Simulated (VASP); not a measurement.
Crystal: Zr4B.

```
Zr B
1.0
     2.89394    0.00000    0.00000
    -1.44697    2.50623    0.00000
     0.00000    0.00000    9.30542
Zr B
4 1
Cartesian
  0.0000 1.6708 8.0571
  0.0000 1.6708 3.5062
  1.4470 0.8354 1.2483
  1.4470 0.8354 5.7992
  0.0000 0.0000 0.0000
```

| Quantity | Value |
| --- | --- |
| Program | VASP 6.6.1 |
| Task | relaxation of cell and atoms |
| Functional | PBE |
| Potentials or basis | VASP PAW PBE potentials, release 64 (Zr_sv, B) |
| Cutoff | 600 eV |
| k mesh | 6 × 6 × 2 |
| Occupations | gaussian, width 0.1 eV |
| Spin | no spin polarisation |

At the start: pressure 85.0 GPa; volume 13.50 Å³/atom.

Q: How do energy, volume and symmetry change on relaxing?

A: Over 13 steps the energy falls by 1378.9 meV/atom and the volume is 20.68 Å³/atom (+53.2 %); space group P-3m1 (No. 164, to 0.05 Å).

The path:
```
step  energy change (eV)  largest force (eV/Å)  pressure (GPa)  volume (Å³)
   1              0.0000                3.1424           85.03        67.49
   2              0.1268                1.3598          -21.63       164.43
   3             -6.5266                1.4222           -2.73       103.18
   4             -6.5585                1.3553           -0.42       100.94
   5             -6.5618                1.3255            0.59       100.02
   6             -6.7192                1.0914           -0.41       101.43
   7             -6.8590                0.5509           -0.96       105.72
   8             -6.8873                0.1727           -1.08       104.24
   9             -6.8887                0.1488           -1.07       104.48
  10             -6.8834                0.2688            1.84       101.95
  11             -6.8929                0.0993            0.06       103.46
  12             -6.8942                0.0427            0.03       103.42
  13             -6.8946                0.0070            0.01       103.39
```

Final structure:
```
CELL_PARAMETERS angstrom
3.36428 0.00000 0.00000
-1.68214 2.91355 0.00000
0.00000 0.00000 10.54764
ATOMIC_POSITIONS crystal
Zr 0.33333 0.66667 0.87304
Zr 0.33333 0.66667 0.38575
Zr 0.66667 0.33333 0.12696
Zr 0.66667 0.33333 0.61425
B 0.00000 0.00000 0.00000
```

Caveat: the k points lie up to 0.36 Å⁻¹ apart in the final cell; the volume moved by over 15 % at a fixed basis, so the end points are rough.
